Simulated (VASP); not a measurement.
Write the native input for VASP 6.6.1 that does the following.

| Quantity | Value |
| --- | --- |
| Task | relaxation of cell and atoms |
| Functional | PBE |
| Potentials or basis | VASP PAW PBE potentials, release 64 (Be) |
| Cutoff | 600 eV |
| k mesh | 6 × 12 × 6 |
| Occupations | gaussian, width 0.1 eV |
| Spin | no spin polarisation |
| Dipole correction | no |
| Further INCAR settings | ALGO = Normal; EDIFF = 1e-06; IBRION = 2; EDIFFG = -0.04; NSW = 90; ISIF = 3 |

The structure of Be lies in POSCAR:

```
Be
1.0
    3.3145145300      0.0000000000      0.0000000000
    0.0000000000      1.4684496400      0.0000000000
   -0.3641589700      0.0000000000      3.4782156400
Be
1
Direct
    0.5000000000      0.0000000000      0.0000000000
```

The cell was built from a structure type or drawn by symmetry, and may not be a known phase.

These files were run (other wordings do the same):

INCAR

```
SYSTEM = Be
  PREC = Accurate
  ENCUT = 600
  EDIFF = 1E-6
  ISMEAR = 0
  SIGMA = 0.1
  LREAL = .False.
  LASPH = .True.
  NELM = 80
  ALGO = Normal
  ISIF = 3
  LWAVE = .False.
  LCHARG = .False.
  GGA = PE
  IBRION = 2
  NSW = 90
  EDIFFG = -0.04
```

KPOINTS

```
Automatic mesh
0
Gamma
  6 12 6
  0 0 0
```

Potentials or basis: VASP PAW PBE potentials, release 64 (Be).

Command:

```console
$ cat potpaw_PBE.64/Be/POTCAR > POTCAR
$ mpirun -np 1 vasp_std > vasp.out
```

It gave:

| Property | Result |
| --- | --- |
| Relaxed volume | 9.84 Å³/atom |
| Relaxed cell | a = 2.142 Å, b = 2.477 Å, c = 2.142 Å, α = 90.00°, β = 120.05°, γ = 90.00° |
| Space group after relaxing (to 0.1 Å) | P6/mmm (No. 191) |
| Energy gained by relaxing | 4118.4 meV/atom |
| Ionic steps | 50 |
| Pressure after relaxing | 0.1 GPa |
| Band gap on the k mesh | zero (bands 1 and 2 overlap by 7.44 eV) |

Caveat: the volume moved by over 15 % at a fixed basis, so the end points are rough.

Wall time 100 s on 1 thread of AMD EPYC 9R45 96-Core Processor (Zen 5) (shared host), peak memory 0.11 GiB.
